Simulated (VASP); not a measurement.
# Mo (Fd-3m) in VASP: notebook, part 2 of 2

VASP 6.6.1.

### 3 Single point, RPBE (20.68 Å³/atom)

This run uses another cell than the first one, of 20.68 Å³/atom.

Input file INCAR:

```
PREC     = Accurate       # precision mode
ENCUT    = 520            # plane-wave cutoff, eV
EDIFF    = 1E-7           # SCF threshold, eV
ISMEAR   = -1             # smearing method
SIGMA    = 0.1            # smearing width, eV
LREAL    = False          # projectors in reciprocal space
LASPH    = True           # aspherical terms in the spheres
NELM     = 60             # most SCF steps
ALGO     = Normal         # electronic algorithm
ISIF     = 2              # what is computed and relaxed
LWAVE    = False          # write WAVECAR
LCHARG   = False          # write CHGCAR
GGA      = RP             # functional
NBANDS   = 21             # bands
```

Input file KPOINTS:

```
Automatic mesh
0
Gamma
  11 11 11
```

Input file POSCAR:

```
Mo
1.0
    0.0000000000      2.7449672349      2.7449672349
    2.7449672349      0.0000000000      2.7449672349
    2.7449672349      2.7449672349      0.0000000000
Mo
2
Direct
    0.1250000000      0.1250000000      0.1250000000
    0.8750000000      0.8750000000      0.8750000000
```

Potentials or basis: VASP PAW PBE potentials, release 64 (Mo_sv).

On the command line:

```bash
cat potpaw_PBE.64/Mo_sv/POTCAR > POTCAR
mpirun -np 1 vasp_std > vasp.out
```

OUTCAR:

```text
PREC = Accurate
   ENCUT = 520
   EDIFF = 1E-7
   ISMEAR = -1
   LREAL = False
   LASPH = True
   NELM = 60
   ISIF = 2
   GGA = RP

 ion  position               nearest neighbor table
   1  0.125  0.125  0.125-   2 2.38   2 2.38   2 2.38   2 2.38
   2  0.875  0.875  0.875-   1 2.38   1 2.38   1 2.38   1 2.38

  LATTYP: Found a face centered cubic cell.
 ALAT       =     5.4899344698

  Lattice vectors:

 A1 = (   0.0000000000,   2.7449672349,   2.7449672349)
 A2 = (   2.7449672349,   0.0000000000,   2.7449672349)
 A3 = (   2.7449672349,   2.7449672349,   0.0000000000)

Analysis of symmetry for initial positions (statically):
=====================================================================
 Subroutine PRICEL returns:
 Original cell was already a primitive cell.

 Routine SETGRP: Setting up the symmetry group for a
 face centered cubic supercell.

 Subroutine GETGRP returns: Found 48 space group operations
 (whereof 12 operations were pure point group operations)
 out of a pool of 48 trial point group operations.

The static configuration has the point symmetry D_3d.
 The point group associated with its full space group is O_h .

Analysis of symmetry for dynamics (positions and initial velocities):
=====================================================================
 Subroutine PRICEL returns:
 Original cell was already a primitive cell.

 Routine SETGRP: Setting up the symmetry group for a
 face centered cubic supercell.

 Subroutine GETGRP returns: Found 48 space group operations
 (whereof 12 operations were pure point group operations)
 out of a pool of 48 trial point group operations.

The dynamic configuration has the point symmetry D_3d.
 The point group associated with its full space group is O_h .

 Subroutine INISYM returns: Found 48 space group operations
 (whereof 12 operations are pure point group operations),
 and found     1 'primitive' translations

----------------------------------------------------------------------------------------

                                     Primitive cell

  volume of cell :      41.3658

  direct lattice vectors                    reciprocal lattice vectors
     0.000000000  2.744967235  2.744967235    -0.182151537  0.182151537  0.182151537
     2.744967235  0.000000000  2.744967235     0.182151537 -0.182151537  0.182151537
     2.744967235  2.744967235  0.000000000     0.182151537  0.182151537 -0.182151537

  length of vectors
     3.881969892  3.881969892  3.881969892     0.315495716  0.315495716  0.315495716

  position of ions in fractional coordinates (direct lattice)
     0.125000000  0.125000000  0.125000000
     0.875000000  0.875000000  0.875000000

  ion indices of the primitive-cell ions
   primitive index   ion index
                 1           1
                 2           2

----------------------------------------------------------------------------------------

 KPOINTS: Automatic mesh

Automatic generation of k-mesh.
 Grid dimensions read from file:
 generate k-points for:   11   11   11

 Generating k-lattice:

  Cartesian coordinates                     Fractional coordinates (reciprocal lattice)
    -0.016559231  0.016559231  0.016559231     0.090909091  0.000000000  0.000000000
     0.016559231 -0.016559231  0.016559231     0.000000000  0.090909091  0.000000000
     0.016559231  0.016559231 -0.016559231     0.000000000  0.000000000  0.090909091

  Length of vectors
     0.028681429  0.028681429  0.028681429

  Shift w.r.t. Gamma in fractional coordinates (k-lattice)
     0.000000000  0.000000000  0.000000000

 Subroutine IBZKPT returns following result:
 ===========================================

 Found     56 irreducible k-points:

 Following reciprocal coordinates:
            Coordinates               Weight
  0.000000  0.000000  0.000000      1.000000
  0.090909  0.000000  0.000000      8.000000
  0.181818  0.000000  0.000000      8.000000
  0.272727  0.000000  0.000000      8.000000
  0.363636  0.000000  0.000000      8.000000
  0.454545  0.000000  0.000000      8.000000
[... 16 lines left out ...]
 -0.272727  0.181818  0.000000     24.000000
 -0.181818  0.181818  0.000000     12.000000
 [... further k-points ...]
   k-points           NKPTS =     56   k-points in BZ     NKDIM =     56   number of bands    NBANDS=     21
   number of dos      NEDOS =    301   number of ions     NIONS =      2
   total plane-waves  NPLWV =  27000
   dimension x,y,z NGX =    30 NGY =   30 NGZ =   30
   dimension x,y,z NGXF=    60 NGYF=   60 NGZF=   60
   ions per type =               2
   NGX,Y,Z   is equivalent  to a cutoff of  12.85, 12.85, 12.85 a.u.
   NGXF,Y,Z  is equivalent  to a cutoff of  25.70, 25.70, 25.70 a.u.
 SYSTEM =  unknown system
   PREC   = accura    normal or accurate (medium, high low for compatibility)
   ISTART =      0    job   : 0-new  1-cont  2-samecut
   ICHARG =      2    charge: 1-file 2-atom 10-const
   ISPIN  =      1    spin polarized calculation?
   LNONCOLLINEAR =      F non collinear calculations
   LSORBIT =      F    spin-orbit coupling
   LASPH  =      T    aspherical Exc in radial PAW
   ENCUT  =  520.0 eV  38.22 Ry    6.18 a.u.   7.22  7.22  7.22*2*pi/ulx,y,z
   NELM   =     60;   NELMIN=  2; NELMDL= -5     # of ELM steps
   EDIFF  = 0.1E-06   stopping-criterion for ELM
   LREAL  =      F    real-space projection
   EDIFFG = 0.1E-05   stopping-criterion for IOM
   NSW    =      0    number of steps for IOM
   IBRION =     -1    ionic relax: 0-MD 1-quasi-New 2-CG
   NFREE  =      0    steps in history (QN), initial steepest desc. (CG)
   ISIF   =      2    stress and relaxation
   ISYM   =      2    0-nonsym 1-usesym 2-fastsym
   POTIM  = 0.5000    time-step for ionic-motion
   TEBEG  =    0.0;   TEEND  =   0.0 temperature during run
   PSTRESS=    0.0 pullay stress
   NELECT =      28.0000    total number of electrons
   NUPDOWN=      -1.0000    fix difference up-down
   EMIN   =  10.00;   EMAX   =-10.00  energy-range for DOS
   EFERMI =   0.00;   METHOD = LEGACY
   ISMEAR =    -1;   SIGMA  =   0.10  broadening in eV -4-tet -1-fermi 0-gaus
   EFERMI_NEDOS =   21; number of points for ismear=-14 and -15
   IALGO  =     38    algorithm
   IMIX   =      4    mixing-type and parameters
     AMIX     =   0.40;   BMIX     =  1.00
     AMIX_MAG =   1.60;   BMIX_MAG =  1.00
  volume/ion in A,a.u.               =      20.68       139.58
  Fermi-wavevector in a.u.,A,eV,Ry     =   1.437409  2.716309 28.111602  2.066144
  Thomas-Fermi vector in A             =   2.556490
   LORBIT       =      0    0 simple, 1 ext, 2 COOP (PROOUT), +10 PAW based schemes
   GGA     = RP    functional components
   LHFCALC =     F    Hartree Fock is set to
   AEXX    =    0.0000 exact exchange contribution
   IVDW    =     0    specifies the selected vdW correction
   LEPSILON=     F    determine dielectric tensor
   LRPA    =     F    only Hartree local field effects (RPA)
 non-spin polarized calculation
  energy-cutoff  :      520.00
  volume of cell :       41.37
 maximum number of plane-waves:      1139
 NGX is ok and might be reduce to    30
   NGX = 15   NGY = 15   NGZ = 15

 number of electron      27.9999998 magnetization

 Free energy of the ion-electron system (eV)
  ---------------------------------------------------
  ext. energy  EPLUGINS =         0.00000000
  ---------------------------------------------------
  free energy    TOTEN  =       -16.14789195 eV

  energy without entropy =      -16.07024774  energy(sigma->0) =      -16.10906985

 E-fermi :   8.2356     XC(G=0): -11.2991

 val. band max:        8.2344764668   @ k =   0.3636   0.1818   0.0909
 cond. band min:       8.2544892352   @ k =   0.3636   0.2727   0.0909
 fundamental gap:      0.0200127684
 Fermi energy:         8.2356117333

 k-point     1 :       0.0000    0.0000    0.0000
  band No.  band energies     occupation
      1     -52.3553      2.00000
      2     -51.3819      2.00000
      3     -26.8337      2.00000
      4     -26.8337      2.00000
      5     -26.8337      2.00000
      6     -25.3966      2.00000
[... 13 lines left out ...]
     20      19.9267      0.00000
     21      20.7022      0.00000
[... 529 lines left out ...]
 k-point    24 :      -0.1818    0.1818    0.0000
  band No.  band energies     occupation
      1     -52.2184      2.00000
      2     -51.5301      2.00000
      3     -27.0500      2.00000
      4     -26.9349      2.00000
      5     -26.7290      2.00000
      6     -25.4878      2.00000
[... 13 lines left out ...]
     20      17.8302      0.00000
     21      18.0199      0.00000

 [... further k-points ...]

------------------------ aborting loop because EDIFF is reached ----------------------------------------

  FORCE on cell =-STRESS in cart. coord.  units (eV):
  Direction    XX          YY          ZZ          XY          YZ          ZX
  --------------------------------------------------------------------------------------
  -------------------------------------------------------------------------------------
  Total        4.4478135      4.4478135      4.4478135      0.0000000      0.0000000     -0.0000000
  in kB      172.2723832    172.2723832    172.2723832      0.0000000      0.0000000     -0.0000000
  external PRESSURE =     172.2723832 kB  Pullay stress =       0.0000000 kB

 VOLUME and BASIS-vectors are now :
 -----------------------------------------------------------------------------
  energy-cutoff  :      520.00
  volume of cell :       41.37
      direct lattice vectors                 reciprocal lattice vectors
     0.000000000  2.744967235  2.744967235    -0.182151537  0.182151537  0.182151537
     2.744967235  0.000000000  2.744967235     0.182151537 -0.182151537  0.182151537
     2.744967235  2.744967235  0.000000000     0.182151537  0.182151537 -0.182151537

 POSITION                                       TOTAL-FORCE (eV/Angst)
 -----------------------------------------------------------------------------------
      0.68624      0.68624      0.68624        -0.000000     -0.000000     -0.000000
      4.80369      4.80369      4.80369         0.000000      0.000000      0.000000
 -----------------------------------------------------------------------------------
    total drift:                               -0.000000      0.000000      0.000000

  FREE ENERGIE OF THE ION-ELECTRON SYSTEM (eV)
  ---------------------------------------------------
  free  energy   TOTEN  =       -16.1478919536 eV

  energy  without entropy=      -16.0702477377  energy(sigma->0) =      -16.10906985
```

Run time: 1.7 min. Hardware: 1 thread of Intel Xeon 8259CL, shared host; peak memory 0.19 GiB.

Results:

```
Free energy            : -16.1479 eV
Pressure               : 17.2 GPa
Band gap on the k mesh : zero (bands 14 and 15 overlap by 0.49 eV)
```

Caveat: the cell stands under pressure; the PAW data sets were made with another functional, which shifts forces and pressure a little.

### 4 Single point, RPBE (21.62 Å³/atom)

This run uses another cell than the first one, of 21.62 Å³/atom.

Input file INCAR:

```
PREC = Accurate ; ENCUT = 520
EDIFF = 1E-7 ; ISMEAR = -1
SIGMA = 0.1 ; LREAL = F
LASPH = T ; NELM = 60
ALGO = Normal ; ISIF = 2
LWAVE = F ; LCHARG = F
GGA = RP ; NBANDS = 21
```

KPOINTS is that of step 3.

Input file POSCAR:

```
Mo
1.0
    0.0000000000      2.7859429362      2.7859429362
    2.7859429362      0.0000000000      2.7859429362
    2.7859429362      2.7859429362      0.0000000000
Mo
2
Direct
    0.1250000000      0.1250000000      0.1250000000
    0.8750000000      0.8750000000      0.8750000000
```

On the command line:

```bash
cat potpaw_PBE.64/Mo_sv/POTCAR > POTCAR
mpirun -np 1 vasp_std > vasp.out
```

It took 85 s on 1 thread of Intel Xeon 8259CL, shared host; peak memory 0.19 GiB.

The run converged. Its results:

```yaml
Free_energy: -16.3092 eV
Pressure: 10.4 GPa
Band_gap_on_the_k_mesh: zero (bands 14 and 15 overlap by 0.44 eV)
```

Levels at points of the mesh, in eV from the Fermi level:
```
           k point  band 12  band 13  band 14  band 15  band 16  band 17
(0.00, 0.00, 0.00)    -1.43    -1.43    -1.43     1.39     1.39     1.39
```

Caveat: the cell stands under pressure; the PAW data sets were made with another functional, which shifts forces and pressure a little.

### 5 Overview

| cell | k mesh | gap on the mesh (eV) | pressure (GPa) |
| --- | --- | --- | --- |
| a = 4.051 Å, angles 60.0°, 2 atoms | 10 × 10 × 10 | none | 0.3 |
| a = 3.882 Å, angles 60.0°, 2 atoms | 11 × 11 × 11 | none | 17.2 |
| a = 3.940 Å, angles 60.0°, 2 atoms | 11 × 11 × 11 | none | 10.4 |

Alike in all rows: task single point; level RPBE; potentials or basis VASP PAW PBE potentials, release 64 (Mo_sv); no spin polarisation; cutoff (eV) 520; smearing fermi-dirac 0.1 eV.

Caveats: the PAW data sets were made with another functional, which shifts forces and pressure a little; the cell stands under pressure (at least some runs).

Total energies depend on the potentials used, so only differences within one code and one set of settings carry meaning.
